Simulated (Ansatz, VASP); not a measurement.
CdSe in VASP and in Ansatz

The input INCAR:

```
SYSTEM = CdSe
PREC = Accurate ; ENCUT = 520
EDIFF = 1E-7 ; ISMEAR = 0
SIGMA = 0.05 ; LREAL = .False.
LASPH = .True. ; NELM = 100
ALGO = Normal ; ISIF = 2
LWAVE = .False. ; LCHARG = .False.
GGA = PE ; NBANDS = 16
```

File KPOINTS:

```
regular mesh
0
Gamma
  10 10 10
  0 0 0
```

File POSCAR:

```
CdSe
1.0
   -0.0493085554      3.0268882666      3.1419313284
    3.0234495628      0.0000000000      3.0926227729
    3.0727581183      3.0268882666     -0.0493085554
Cd Se
1 1
Direct
    0.0048855619     -0.0048855619      0.0048855619
    0.7451144381      0.7548855619      0.7451144381
```

Input for Ansatz:

```yaml
crystal:
  lattice:
    - [-0.0493085554, 3.0268882666, 3.1419313284]
    - [3.0234495628, 0.0, 3.0926227729]
    - [3.0727581183, 3.0268882666, -0.0493085554]
  atoms:
    - { symbol: Cd, position: [0.0048855619, -0.0048855619, 0.0048855619] }
    - { symbol: Se, position: [0.7451144381, 0.7548855619, 0.7451144381] }
basis:
  ecutwfc: 420
kpoints:
  mp_grid: { grid: [10, 10, 10] }
hamiltonian:
  xc: pbe
scf:
  occupations: { method: gaussian, width: 0.05 }
output:
  forces: true
  stress: true
  eigenvalues: true
```

Alike in both runs: task single point; functional PBE; k mesh 10 × 10 × 10; occupations gaussian, width 0.05 eV; no spin polarisation.

```csv
,VASP,Ansatz
version,VASP 6.6.1,Ansatz 0.2.0
potentials or method,"VASP PAW PBE potentials, release 64 (Cd, Se), cutoff 520 eV","scalar-relativistic, plane waves, PAW"
valence electrons in the cell,18,36
```

```csv
,VASP,Ansatz,Ansatz less VASP
gap on the k mesh at the Fermi level (eV),0.46,0.46,+0.002
least direct gap on the mesh (eV),0.46,0.46,+0.002
pressure (GPa),1.0,0.8,-0.27
"traceless stress, the component that is largest in VASP (GPa)",0.39,0.40,+0.007
rms of the force components (eV/Å),0.045,0.046,+0.0001
```

Atom by atom the forces differ by 0.000 eV/Å (rms over components). With one functional, cell and mesh, what is left measures potentials, basis and numerics. VASP's potentials hold 18 valence electrons a cell and Ansatz's 36, so a difference there can come from the potentials and not from the codes.
